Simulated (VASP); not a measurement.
# ZnS (R3m) in VASP: a series of runs, part 2 of 2

VASP 6.6.1. Earlier steps stand in the parts before.

### 3 Single point, r2SCAN

POSCAR

```
ZnS
1.0
    1.9036300238      1.0990613067      9.3541347981
   -1.9036300238      1.0990613067      9.3541347981
    0.0000000000     -2.1981226134      9.3541347981
Zn S
3 3
Direct
    0.9999789175      0.9999789175      0.9999789175
    0.2222813884      0.2222813884      0.2222813884
    0.4445836769      0.4445836769      0.4445836769
    0.0832619666      0.0832619666      0.0832619666
    0.5278285134      0.5278285134      0.5278285134
    0.3053915373      0.3053915373      0.3053915373
```

INCAR.step1

```
PREC = Accurate ; ENCUT = 520
ISMEAR = 0 ; SIGMA = 0.02
LREAL = False ; LASPH = True
NELM = 100 ; NBANDS = 36
GGA = PE ; ALGO = Normal
EDIFF = 1E-4 ; LWAVE = True
LCHARG = False
```

INCAR.step2

```
PREC = Accurate ; ENCUT = 520
EDIFF = 1E-7 ; ISMEAR = 0
SIGMA = 0.02 ; LREAL = False
LASPH = True ; NELM = 100
ALGO = Normal ; ISIF = 2
LWAVE = False ; LCHARG = False
METAGGA = R2SCAN ; LMIXTAU = True
NBANDS = 36 ; ISTART = 1
```

KPOINTS

```
regular mesh
0
Gamma
  6 6 6
```

Potentials or basis: VASP PAW PBE potentials, release 64 (Zn, S).

Command:

```bash
cat potpaw_PBE.64/Zn/POTCAR potpaw_PBE.64/S/POTCAR > POTCAR
cp INCAR.step1 INCAR
mpirun -np 1 vasp_std > vasp.out
cp INCAR.step2 INCAR
mpirun -np 1 vasp_std > vasp.out
```

OUTCAR:

```text
PREC = Accurate
   ENCUT = 520
   EDIFF = 1E-7
   ISMEAR = 0
   LREAL = False
   LASPH = True
   NELM = 100
   ISIF = 2
   METAGGA = R2SCAN
   ISTART = 1

 ion  position               nearest neighbor table
   1  1.000  1.000  1.000-   6 2.33   6 2.33   6 2.33   4 2.34
   2  0.222  0.222  0.222-   6 2.33   5 2.33   5 2.33   5 2.33
   3  0.445  0.445  0.445-   4 2.33   4 2.33   4 2.33   5 2.34
   4  0.083  0.083  0.083-   3 2.33   3 2.33   3 2.33   1 2.34
   5  0.528  0.528  0.528-   2 2.33   2 2.33   2 2.33   3 2.34
   6  0.305  0.305  0.305-   2 2.33   1 2.33   1 2.33   1 2.33

  LATTYP: Found a trigonal (rhomboedric) cell.
 ALAT       =     9.6089323468
 COS(alpha) =     0.9215044899

  Lattice vectors:

 A1 = (   1.9036300238,   1.0990613067,   9.3541347981)
 A2 = (  -1.9036300238,   1.0990613067,   9.3541347981)
 A3 = (   0.0000000000,  -2.1981226134,   9.3541347981)

Analysis of symmetry for initial positions (statically):
=====================================================================
 Subroutine PRICEL returns:
 Original cell was already a primitive cell.

 Routine SETGRP: Setting up the symmetry group for a
 trigonal (rhombohedral) supercell.

 Subroutine GETGRP returns: Found  6 space group operations
 (whereof  6 operations were pure point group operations)
 out of a pool of 12 trial point group operations.

The static configuration has the point symmetry C_3v.

Analysis of symmetry for dynamics (positions and initial velocities):
=====================================================================
 Subroutine PRICEL returns:
 Original cell was already a primitive cell.

 Routine SETGRP: Setting up the symmetry group for a
 trigonal (rhombohedral) supercell.

 Subroutine GETGRP returns: Found  6 space group operations
 (whereof  6 operations were pure point group operations)
 out of a pool of 12 trial point group operations.

The dynamic configuration has the point symmetry C_3v.

 Subroutine INISYM returns: Found  6 space group operations
 (whereof  6 operations are pure point group operations),
 and found     1 'primitive' translations

----------------------------------------------------------------------------------------

                                     Primitive cell

  volume of cell :     117.4247

  direct lattice vectors                    reciprocal lattice vectors
     1.903630024  1.099061307  9.354134798     0.262656080  0.151644559  0.035634865
    -1.903630024  1.099061307  9.354134798    -0.262656080  0.151644559  0.035634865
     0.000000000 -2.198122613  9.354134798     0.000000000 -0.303289117  0.035634865

  length of vectors
     9.608932347  9.608932347  9.608932347     0.305375395  0.305375395  0.305375395

  position of ions in fractional coordinates (direct lattice)
     0.999978918  0.999978918  0.999978918
     0.222281388  0.222281388  0.222281388
     0.444583677  0.444583677  0.444583677
     0.083261967  0.083261967  0.083261967
     0.527828513  0.527828513  0.527828513
     0.305391537  0.305391537  0.305391537

  ion indices of the primitive-cell ions
   primitive index   ion index
                 1           1
                 2           2
                 3           3
                 4           4
[... 22 lines left out ...]
     0.000000000  0.000000000  0.000000000

 Subroutine IBZKPT returns following result:
 ===========================================

 Found     32 irreducible k-points:

 Following reciprocal coordinates:
            Coordinates               Weight
  0.000000  0.000000  0.000000      1.000000
  0.166667 -0.000000  0.000000      6.000000
  0.333333  0.000000  0.000000      6.000000
  0.500000  0.000000  0.000000      3.000000
  0.166667  0.166667  0.000000      6.000000
  0.333333  0.166667  0.000000     12.000000
[... 16 lines left out ...]
  0.500000  0.500000  0.166667      6.000000
 -0.333333  0.500000  0.166667     12.000000
 [... further k-points ...]
   k-points           NKPTS =     32   k-points in BZ     NKDIM =     32   number of bands    NBANDS=     36
   number of dos      NEDOS =    301   number of ions     NIONS =      6
   total plane-waves  NPLWV = 373248
   dimension x,y,z NGX =    72 NGY =   72 NGZ =   72
   dimension x,y,z NGXF=   144 NGYF=  144 NGZF=  144
   ions per type =               3   3
   NGX,Y,Z   is equivalent  to a cutoff of  12.46, 12.46, 12.46 a.u.
   NGXF,Y,Z  is equivalent  to a cutoff of  24.91, 24.91, 24.91 a.u.
 SYSTEM =  unknown system
   PREC   = accura    normal or accurate (medium, high low for compatibility)
   ISTART =      1    job   : 0-new  1-cont  2-samecut
   ICHARG =      0    charge: 1-file 2-atom 10-const
   ISPIN  =      1    spin polarized calculation?
   LNONCOLLINEAR =      F non collinear calculations
   LSORBIT =      F    spin-orbit coupling
   LASPH  =      T    aspherical Exc in radial PAW
   ENCUT  =  520.0 eV  38.22 Ry    6.18 a.u.  17.87 17.87 17.87*2*pi/ulx,y,z
   NELM   =    100;   NELMIN=  2; NELMDL=  0     # of ELM steps
   EDIFF  = 0.1E-06   stopping-criterion for ELM
   LREAL  =      F    real-space projection
   EDIFFG = 0.1E-05   stopping-criterion for IOM
   NSW    =      0    number of steps for IOM
   IBRION =     -1    ionic relax: 0-MD 1-quasi-New 2-CG
   NFREE  =      0    steps in history (QN), initial steepest desc. (CG)
   ISIF   =      2    stress and relaxation
   ISYM   =      2    0-nonsym 1-usesym 2-fastsym
   POTIM  = 0.5000    time-step for ionic-motion
   TEBEG  =    0.0;   TEEND  =   0.0 temperature during run
   PSTRESS=    0.0 pullay stress
   NELECT =      54.0000    total number of electrons
   NUPDOWN=      -1.0000    fix difference up-down
   EMIN   =  10.00;   EMAX   =-10.00  energy-range for DOS
   EFERMI =   0.00;   METHOD = LEGACY
   ISMEAR =     0;   SIGMA  =   0.02  broadening in eV -4-tet -1-fermi 0-gaus
   EFERMI_NEDOS =   21; number of points for ismear=-14 and -15
   IALGO  =     38    algorithm
   IMIX   =      4    mixing-type and parameters
     AMIX     =   0.40;   BMIX     =  1.00
     AMIX_MAG =   1.60;   BMIX_MAG =  1.00
  volume/ion in A,a.u.               =      19.57       132.07
  Fermi-wavevector in a.u.,A,eV,Ry     =   1.263629  2.387913 21.725220  1.596759
  Thomas-Fermi vector in A             =   2.396976
   LORBIT       =      0    0 simple, 1 ext, 2 COOP (PROOUT), +10 PAW based schemes
   METAGGA = R2SCAN    functional components
   LHFCALC =     F    Hartree Fock is set to
   AEXX    =    0.0000 exact exchange contribution
   IVDW    =     0    specifies the selected vdW correction
   LEPSILON=     F    determine dielectric tensor
   LRPA    =     F    only Hartree local field effects (RPA)
 non-spin polarized calculation
 Gauss-broadening in eV      SIGMA  =   0.02
  energy-cutoff  :      520.00
  volume of cell :      117.42
 maximum number of plane-waves:      3183
   NGX = 35   NGY = 35   NGZ = 35

 number of electron      53.9999979 magnetization

 Free energy of the ion-electron system (eV)
  ---------------------------------------------------
  ext. energy  EPLUGINS =         0.00000000
  ---------------------------------------------------
  free energy    TOTEN  =       -56.58638249 eV

  energy without entropy =      -56.58638249  energy(sigma->0) =      -56.58638249

 E-fermi :   2.0064     XC(G=0): -10.3194

 val. band max:        1.9202453656   @ k =   0.0000   0.0000   0.0000
 cond. band min:       4.6842644753   @ k =   0.0000   0.0000   0.0000
 fundamental gap:      2.7640191098
 Fermi energy:         2.0064118396

 k-point     1 :       0.0000    0.0000    0.0000
  band No.  band energies     occupation
      1     -11.8304      2.00000
      2     -11.1473      2.00000
      3     -11.1372      2.00000
      4      -4.6173      2.00000
      5      -4.6076      2.00000
      6      -4.6076      2.00000
[... 925 lines left out ...]
     35      10.0444      0.00000
     36      11.2431      0.00000

 [... further k-points ...]
[... 5 lines left out ...]
  --------------------------------------------------------------------------------------
  -------------------------------------------------------------------------------------
  Total        0.0570358      0.0570358      0.0507197      0.0000000      0.0000000      0.0000000
  in kB        0.7782141      0.7782141      0.6920348      0.0000000      0.0000000      0.0000000
  external PRESSURE =       0.7494877 kB  Pullay stress =       0.0000000 kB

 VOLUME and BASIS-vectors are now :
 -----------------------------------------------------------------------------
  energy-cutoff  :      520.00
  volume of cell :      117.42
      direct lattice vectors                 reciprocal lattice vectors
     1.903630024  1.099061307  9.354134798     0.262656080  0.151644559  0.035634865
    -1.903630024  1.099061307  9.354134798    -0.262656080  0.151644559  0.035634865
     0.000000000 -2.198122613  9.354134798     0.000000000 -0.303289117  0.035634865

 POSITION                                       TOTAL-FORCE (eV/Angst)
 -----------------------------------------------------------------------------------
      0.00000      0.00000     28.06181         0.000000     -0.000000     -0.004391
      0.00000      0.00000      6.23775         0.000000      0.000000     -0.003962
      0.00000      0.00000     12.47609         0.000000      0.000000     -0.006535
      0.00000      0.00000      2.33653         0.000000      0.000000      0.003772
      0.00000      0.00000     14.81214         0.000000      0.000000      0.005384
      0.00000      0.00000      8.57002         0.000000     -0.000000      0.005732
 -----------------------------------------------------------------------------------
    total drift:                               -0.000000      0.000000     -0.023536

  FREE ENERGIE OF THE ION-ELECTRON SYSTEM (eV)
  ---------------------------------------------------
  free  energy   TOTEN  =       -56.5863824931 eV

  energy  without entropy=      -56.5863824931  energy(sigma->0) =      -56.58638249
```

It took 21 min on 1 thread of Intel Xeon 6975P-C (Granite Rapids), shared host; peak memory 0.86 GiB.

What came out:

* Free energy: -56.5864 eV
* Pressure: 0.1 GPa
* Largest force: 0.007 eV/Å
* Band gap on the k mesh: 2.76 eV, direct

Forces in eV/Å, atoms in the order of the input:
```
Zn   0.000  0.000 -0.004
Zn   0.000  0.000 -0.004
Zn   0.000  0.000 -0.007
S    0.000  0.000  0.004
S    0.000  0.000  0.005
S    0.000  0.000  0.006
```

Levels at points of the mesh, in eV from the valence-band top:
```csv
k point,band 24,band 25,band 26,band 27,band 28,band 29,band 30,band 31
"(0.00, 0.00, 0.00)",-0.70,-0.06,0.00,0.00,2.76,3.85,4.00,6.82
"(0.50, 0.00, 0.00)",-2.00,-1.99,-1.33,-0.91,3.74,4.31,4.49,5.33
"(0.50, 0.50, 0.00)",-1.91,-1.31,-1.31,-1.30,3.76,4.02,4.74,5.37
"(0.50, 0.50, 0.50)",-0.26,-0.26,-0.24,-0.24,3.68,3.84,3.99,6.77
```

Caveat: the PAW data sets were made with another functional, which shifts forces and pressure a little.
